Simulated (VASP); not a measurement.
# SiO (Pm-3m) in VASP: single point with PBEsol-based screened hybrid with 25 % exact exchange

Aim: the single point of SiO with PBEsol-based screened hybrid with 25 % exact exchange.

Program: VASP 6.6.1. These are calculated values, not measurements. Logs are shortened: lines on timing, memory, paths and dates and some standing lists are left out, and cuts for length are marked.

### 1 The cell of the first run

Symmetry: Pm-3m, No. 221, cubic system. The conventional cell has a = 2.807 Å, b = 2.807 Å, c = 2.807 Å, α = 90.00°, β = 90.00°, γ = 90.00°. Within 3.2 Å of Si (site symmetry m-3m) lie 8 O at 2.43 Å and 6 Si at 2.81 Å. Within 3.2 Å of O (site symmetry m-3m) lie 8 Si at 2.43 Å and 6 O at 2.81 Å.

### 2 Single point, PBEsol-based screened hybrid with 25 % exact exchange

POSCAR

```
SiO
1.0
    2.8069700000      0.0000000000      0.0000000000
    0.0000000000      2.8069700000      0.0000000000
    0.0000000000      0.0000000000      2.8069700000
Si O
1 1
Direct
    0.0000000000      0.0000000000      0.0000000000
    0.5000000000      0.5000000000      0.5000000000
```

INCAR.step1

```
PREC = Accurate
ENCUT = 520
EDIFF = 1E-5
ISMEAR = -1
SIGMA = 0.05
LREAL = False
LASPH = True
NELM = 60
ALGO = Normal
ISIF = 2
LWAVE = True
LCHARG = False
NBANDS = 12
GGA = PE
```

INCAR.step2

```
PREC = Accurate
ENCUT = 520
EDIFF = 1E-6
ISMEAR = -1
SIGMA = 0.05
LREAL = False
LASPH = True
NELM = 60
ALGO = Normal
ISIF = 2
LWAVE = False
LCHARG = False
GGA = PS
LHFCALC = True
AEXX = 0.25
HFSCREEN = 0.207
PRECFOCK = Normal
NBANDS = 12
ISTART = 1
```

KPOINTS

```
regular mesh
0
Gamma
  5 5 5
```

Potentials or basis: VASP PAW PBE potentials, release 64 (Si, O).

The run is started by

```
$ cat potpaw_PBE.64/Si/POTCAR potpaw_PBE.64/O/POTCAR > POTCAR
$ cp INCAR.step1 INCAR
$ mpirun -np 1 vasp_std > vasp.out
$ cp INCAR.step2 INCAR
$ mpirun -np 1 vasp_std > vasp.out
```

OUTCAR:

```text
PREC = Accurate
   ENCUT = 520
   EDIFF = 1E-6
   ISMEAR = -1
   LREAL = False
   LASPH = True
   NELM = 60
   ISIF = 2
   GGA = PS
   LHFCALC = True
   AEXX = 0.25
   HFSCREEN = 0.207
   PRECFOCK = Normal
   ISTART = 1

 ion  position               nearest neighbor table
   1  0.000  0.000  0.000-   2 2.43   2 2.43   2 2.43   2 2.43   2 2.43   2 2.43   2 2.43   2 2.43

   2  0.500  0.500  0.500-   1 2.43   1 2.43   1 2.43   1 2.43   1 2.43   1 2.43   1 2.43   1 2.43

  LATTYP: Found a simple cubic cell.
 ALAT       =     2.8069700000

  Lattice vectors:

 A1 = (   2.8069700000,   0.0000000000,   0.0000000000)
 A2 = (   0.0000000000,   2.8069700000,   0.0000000000)
 A3 = (   0.0000000000,   0.0000000000,   2.8069700000)

Analysis of symmetry for initial positions (statically):
=====================================================================
 Subroutine PRICEL returns:
 Original cell was already a primitive cell.

 Routine SETGRP: Setting up the symmetry group for a
 simple cubic supercell.

 Subroutine GETGRP returns: Found 48 space group operations
 (whereof 48 operations were pure point group operations)
 out of a pool of 48 trial point group operations.

The static configuration has the point symmetry O_h .

Analysis of symmetry for dynamics (positions and initial velocities):
=====================================================================
 Subroutine PRICEL returns:
 Original cell was already a primitive cell.

 Routine SETGRP: Setting up the symmetry group for a
 simple cubic supercell.

 Subroutine GETGRP returns: Found 48 space group operations
 (whereof 48 operations were pure point group operations)
 out of a pool of 48 trial point group operations.

The dynamic configuration has the point symmetry O_h .

 Subroutine INISYM returns: Found 48 space group operations
 (whereof 48 operations are pure point group operations),
 and found     1 'primitive' translations

----------------------------------------------------------------------------------------

                                     Primitive cell

  volume of cell :      22.1163

  direct lattice vectors                    reciprocal lattice vectors
     2.806970000  0.000000000  0.000000000     0.356256034  0.000000000  0.000000000
     0.000000000  2.806970000  0.000000000     0.000000000  0.356256034  0.000000000
     0.000000000  0.000000000  2.806970000     0.000000000  0.000000000  0.356256034

  length of vectors
     2.806970000  2.806970000  2.806970000     0.356256034  0.356256034  0.356256034

  position of ions in fractional coordinates (direct lattice)
     0.000000000  0.000000000  0.000000000
     0.500000000  0.500000000  0.500000000

  ion indices of the primitive-cell ions
   primitive index   ion index
                 1           1
                 2           2

----------------------------------------------------------------------------------------

 KPOINTS: regular mesh

Automatic generation of k-mesh.
 Grid dimensions read from file:
 generate k-points for:    5    5    5

 Generating k-lattice:

  Cartesian coordinates                     Fractional coordinates (reciprocal lattice)
     0.071251207  0.000000000  0.000000000     0.200000000  0.000000000  0.000000000
     0.000000000  0.071251207  0.000000000     0.000000000  0.200000000  0.000000000
     0.000000000  0.000000000  0.071251207     0.000000000  0.000000000  0.200000000

  Length of vectors
     0.071251207  0.071251207  0.071251207

  Shift w.r.t. Gamma in fractional coordinates (k-lattice)
     0.000000000  0.000000000  0.000000000

 Subroutine IBZKPT returns following result:
 ===========================================

 Found     10 irreducible k-points:

 Following reciprocal coordinates:
            Coordinates               Weight
  0.000000  0.000000  0.000000      1.000000
  0.200000  0.000000  0.000000      6.000000
  0.400000  0.000000  0.000000      6.000000
  0.200000  0.200000  0.000000     12.000000
  0.400000  0.200000  0.000000     24.000000
  0.400000  0.400000  0.000000     12.000000
  0.200000  0.200000  0.200000      8.000000
  0.400000  0.200000  0.200000     24.000000
  0.400000  0.400000  0.200000     24.000000
  0.400000  0.400000  0.400000      8.000000
   k-points           NKPTS =     10   k-points in BZ     NKDIM =    125   number of bands    NBANDS=     12
   number of dos      NEDOS =    301   number of ions     NIONS =      2
   total plane-waves  NPLWV =  13824
   dimension x,y,z NGX =    24 NGY =   24 NGZ =   24
   dimension x,y,z NGXF=    48 NGYF=   48 NGZF=   48
   ions per type =               1   1
   NGX,Y,Z   is equivalent  to a cutoff of  14.21, 14.21, 14.21 a.u.
   NGXF,Y,Z  is equivalent  to a cutoff of  28.43, 28.43, 28.43 a.u.
 SYSTEM =  unknown system
   PREC   = accura    normal or accurate (medium, high low for compatibility)
   ISTART =      1    job   : 0-new  1-cont  2-samecut
   ICHARG =      0    charge: 1-file 2-atom 10-const
   ISPIN  =      1    spin polarized calculation?
   LNONCOLLINEAR =      F non collinear calculations
   LSORBIT =      F    spin-orbit coupling
   LASPH  =      T    aspherical Exc in radial PAW
   ENCUT  =  520.0 eV  38.22 Ry    6.18 a.u.   5.22  5.22  5.22*2*pi/ulx,y,z
   NELM   =     60;   NELMIN=  2; NELMDL=  0     # of ELM steps
   EDIFF  = 0.1E-05   stopping-criterion for ELM
   LREAL  =      F    real-space projection
   EDIFFG = 0.1E-04   stopping-criterion for IOM
   NSW    =      0    number of steps for IOM
   IBRION =     -1    ionic relax: 0-MD 1-quasi-New 2-CG
   NFREE  =      0    steps in history (QN), initial steepest desc. (CG)
   ISIF   =      2    stress and relaxation
   ISYM   =      3    0-nonsym 1-usesym 2-fastsym
   POTIM  = 0.5000    time-step for ionic-motion
   TEBEG  =    0.0;   TEEND  =   0.0 temperature during run
   PSTRESS=    0.0 pullay stress
   NELECT =      10.0000    total number of electrons
   NUPDOWN=      -1.0000    fix difference up-down
   EMIN   =  10.00;   EMAX   =-10.00  energy-range for DOS
   EFERMI =   0.00;   METHOD = LEGACY
   ISMEAR =    -1;   SIGMA  =   0.05  broadening in eV -4-tet -1-fermi 0-gaus
   EFERMI_NEDOS =   21; number of points for ismear=-14 and -15
   IALGO  =     38    algorithm
   IMIX   =      1    mixing-type and parameters
     AMIX     =   0.40;   BMIX     =  1.00
     AMIX_MAG =   1.60;   BMIX_MAG =  1.00
  volume/ion in A,a.u.               =      11.06        74.62
  Fermi-wavevector in a.u.,A,eV,Ry     =   1.256523  2.374484 21.481554  1.578850
  Thomas-Fermi vector in A             =   2.390227
   LORBIT       =      0    0 simple, 1 ext, 2 COOP (PROOUT), +10 PAW based schemes
   GGA     = PS    functional components
   LHFCALC =     T    Hartree Fock is set to
   PRECFOCK=normal    Normal, Fast or Accurate (Low or Medium for compatibility)
   ENCUT4O =  -1.0   cutoff for four orbital integrals eV
   NKREDX  =     1    reduce k-point grid by
   NKREDY  =     1    reduce k-point grid by
   NKREDZ  =     1    reduce k-point grid by
   AEXX    =    0.2500 exact exchange contribution
   HFSCREEN=    0.2070 screening length (either q_TF or 0.3 A-1)
   HFSCREENC=   0.2070 screening length for correlation (either q_TF or 0.3 A-1)
   ENCUTFOCK=  -1.0 apply spherical cutoff to Coloumb kernel
   IVDW    =     0    specifies the selected vdW correction
   LEPSILON=     F    determine dielectric tensor
   LRPA    =     F    only Hartree local field effects (RPA)
 non-spin polarized calculation
  energy-cutoff  :      520.00
  volume of cell :       22.12
 maximum number of plane-waves:       619
 NGX is ok and might be reduce to    24
  NGX = 16; NGY = 16; NGZ = 16

 number of electron      10.0000005 magnetization

 Free energy of the ion-electron system (eV)
  ---------------------------------------------------
  ext. energy  EPLUGINS =         0.00000000
  ---------------------------------------------------
  free energy    TOTEN  =       -13.29004562 eV

  energy without entropy =      -13.29002908  energy(sigma->0) =      -13.29003735

 E-fermi :   7.7639     XC(G=0):  -9.4948

 val. band max:        7.3038254941   @ k =   0.2000   0.2000   0.2000
 cond. band min:       8.2495516957   @ k =   0.4000   0.4000   0.4000
 fundamental gap:      0.9457262016
 Fermi energy:         7.7638555323

 k-point     1 :       0.0000    0.0000    0.0000
  band No.  band energies     occupation
      1     -14.3591      2.00000
      2      -0.0678      2.00000
      3       3.8113      2.00000
      4       3.8113      2.00000
      5       3.8113      2.00000
      6      14.5448      0.00000
      7      14.5448      0.00000
      8      17.1280      0.00000
      9      17.1280      0.00000
     10      17.1280      0.00000
     11      28.3641      0.00000
     12      28.3641      0.00000

 k-point     2 :       0.2000    0.0000    0.0000
  band No.  band energies     occupation
      1     -13.9766      2.00000
      2      -1.5520      2.00000
      3       4.0955      2.00000
      4       4.0955      2.00000
      5       4.4614      2.00000
      6      12.7553      0.00000
      7      15.2130      0.00000
      8      16.6207      0.00000
      9      16.6207      0.00000
     10      20.0735      0.00000
     11      26.7286      0.00000
     12      26.7286      0.00000

 k-point     3 :       0.4000    0.0000    0.0000
  band No.  band energies     occupation
      1     -13.2255      2.00000
      2      -3.7280      2.00000
      3       4.6148      2.00000
      4       4.6148      2.00000
      5       6.2890      2.00000
      6       9.7617      0.00000
      7      15.6420      0.00000
      8      15.6420      0.00000
      9      16.8362      0.00000
     10      23.5770      0.00000
     11      25.0225      0.00000
     12      25.4626      0.00000
[... 76 lines left out ...]
 k-point     9 :       0.4000    0.4000    0.2000
  band No.  band energies     occupation
      1     -12.2136      2.00000
      2      -0.8204      2.00000
      3       0.4871      2.00000
      4       3.6791      2.00000
      5       4.5181      2.00000
      6      10.3791      0.00000
      7      11.0688      0.00000
      8      14.5285      0.00000
      9      19.3577      0.00000
     10      22.1414      0.00000
     11      22.3447      0.00000
     12      26.9849      0.00000

 k-point    10 :       0.4000    0.4000    0.4000
  band No.  band energies     occupation
      1     -11.8270      2.00000
      2       0.7328      2.00000
      3       1.8340      2.00000
      4       1.8340      2.00000
      5       5.4074      2.00000
      6       8.2496      0.00012
      7       8.2496      0.00012
      8      11.2294      0.00000
      9      21.0570      0.00000
     10      21.9688      0.00000
     11      21.9688      0.00000
     12      32.8919      0.00000

------------------------ aborting loop because EDIFF is reached ----------------------------------------

  FORCE on cell =-STRESS in cart. coord.  units (eV):
  Direction    XX          YY          ZZ          XY          YZ          ZX
  --------------------------------------------------------------------------------------
  -------------------------------------------------------------------------------------
  Total       -0.6535766     -0.6535766     -0.6535766      0.0000000      0.0000000      0.0000000
  in kB      -47.3471438    -47.3471438    -47.3471438      0.0000000      0.0000000      0.0000000
  external PRESSURE =     -47.3471438 kB  Pullay stress =       0.0000000 kB

 VOLUME and BASIS-vectors are now :
 -----------------------------------------------------------------------------
  energy-cutoff  :      520.00
  volume of cell :       22.12
      direct lattice vectors                 reciprocal lattice vectors
     2.806970000  0.000000000  0.000000000     0.356256034  0.000000000  0.000000000
     0.000000000  2.806970000  0.000000000     0.000000000  0.356256034  0.000000000
     0.000000000  0.000000000  2.806970000     0.000000000  0.000000000  0.356256034

 POSITION                                       TOTAL-FORCE (eV/Angst)
 -----------------------------------------------------------------------------------
      0.00000      0.00000      0.00000         0.000000      0.000000      0.000000
      1.40349      1.40349      1.40349         0.000000      0.000000      0.000000
 -----------------------------------------------------------------------------------
    total drift:                                0.000006      0.000001      0.000006

  FREE ENERGIE OF THE ION-ELECTRON SYSTEM (eV)
  ---------------------------------------------------
  free  energy   TOTEN  =       -13.2900456182 eV

  energy  without entropy=      -13.2900290816  energy(sigma->0) =      -13.29003735
```

Wall time 1.9 min (1 thread of AMD EPYC 7R13 (Zen 3), shared host); peak memory 0.2 GiB.

Results:

- Free energy: -13.2900 eV
- Pressure: -4.7 GPa
- Band gap on the k mesh: 0.95 eV (least direct gap 2.41 eV)

Caveat: the k points lie up to 0.45 Å⁻¹ apart; the PAW data sets were made with another functional, which shifts forces and pressure a little; an odd mesh through Γ misses points on the zone boundary, where band edges can lie.
